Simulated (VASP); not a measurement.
Input of a VASP 6.6.1 run:

The input INCAR:

```
SYSTEM = W
PREC     = Accurate       ! precision mode
ENCUT    = 520            ! plane-wave cutoff, eV
EDIFF    = 1E-6           ! SCF threshold, eV
ISMEAR   = -1             ! smearing method
SIGMA    = 0.1            ! smearing width, eV
LREAL    = .FALSE.        ! projectors in reciprocal space
LASPH    = .TRUE.         ! aspherical terms in the spheres
NELM     = 100            ! most SCF steps
ALGO     = Normal         ! electronic algorithm
ISIF     = 2              ! what is computed and relaxed
LWAVE    = .FALSE.        ! write WAVECAR
LCHARG   = .FALSE.        ! write CHGCAR
GGA      = RP             ! functional
NBANDS   = 36             ! bands
```

Contents of KPOINTS:

```
regular mesh
0
G
  15 15 4
  0 0 0
```

The input POSCAR:

```
W
1.0
    2.9044926425      0.0000000000      0.0000000000
   -1.4522463213      2.5153644135      0.0000000000
    0.0000000000      0.0000000000     10.2482428895
W
4
Direct
    1.0000000000      1.0000000000      1.0000000000
    1.0000000000      1.0000000000      0.5000000000
    0.3333333333      0.6666666667      0.2500000000
    0.6666666667      0.3333333333      0.7500000000
```

Potentials or basis: VASP PAW PBE potentials, release 64 (W_sv).

Command:

```sh
$ cat potpaw_PBE.64/W_sv/POTCAR > POTCAR
$ mpirun -np 1 vasp_std > vasp.out
```

**Question.** What does it give for the band gap on the k mesh?

**Answer.** Zero (bands 28 and 29 overlap by 1.43 eV).

**Question.** What does it give for the pressure?

**Answer.** -24.2 GPa.

Stress tensor (GPa, compression positive):
```
-25.53   0.00   0.00
  0.00 -25.53   0.00
  0.00   0.00 -21.59
```

Caveat: the cell stands under tension; the PAW data sets were made with another functional, which shifts forces and pressure a little; spin-orbit coupling is left out, which moves the levels of the heavy elements.
